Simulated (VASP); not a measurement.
# W: single point with LDA

Crystal: W.

```
CELL_PARAMETERS angstrom
-1.56769 1.56769 1.56769
1.56769 -1.56769 1.56769
1.56769 1.56769 -1.56769
ATOMIC_POSITIONS crystal
W 0.00000 0.00000 0.00000
```

- Program: VASP 6.6.1
- Task: single point
- Functional: LDA
- Potentials or basis: VASP PAW LDA potentials, release 64 (W_sv)
- Cutoff: 520 eV
- k mesh: 11 × 11 × 11
- Occupations: fermi-dirac, width 0.1 eV
- Spin: no spin polarisation
- Dipole correction: no
- Further INCAR settings: ALGO = Normal; EDIFF = 1e-06; NBANDS = 13

| Item | Value |
| --- | --- |
| Pressure | 2.2 GPa |
| Band gap on the k mesh | zero (band 7 reaches 16.21 eV, above the bottom of band 8 at 10.43 eV) |

Levels at points of the mesh, in eV from the Fermi level:
```csv
k point,band 4,band 5,band 6,band 7,band 8,band 9,band 10,band 11
"(0.00, 0.00, 0.00)",-37.47,-9.70,-1.31,-1.31,-1.31,2.25,2.25,14.63
```

It took 3.6 s on 1 thread of Intel(R) Xeon(R) 6975P-C (Granite Rapids), with other jobs on the host, peak memory 0.12 GiB.

Caveat: spin-orbit coupling is left out, which moves the levels of the heavy elements.
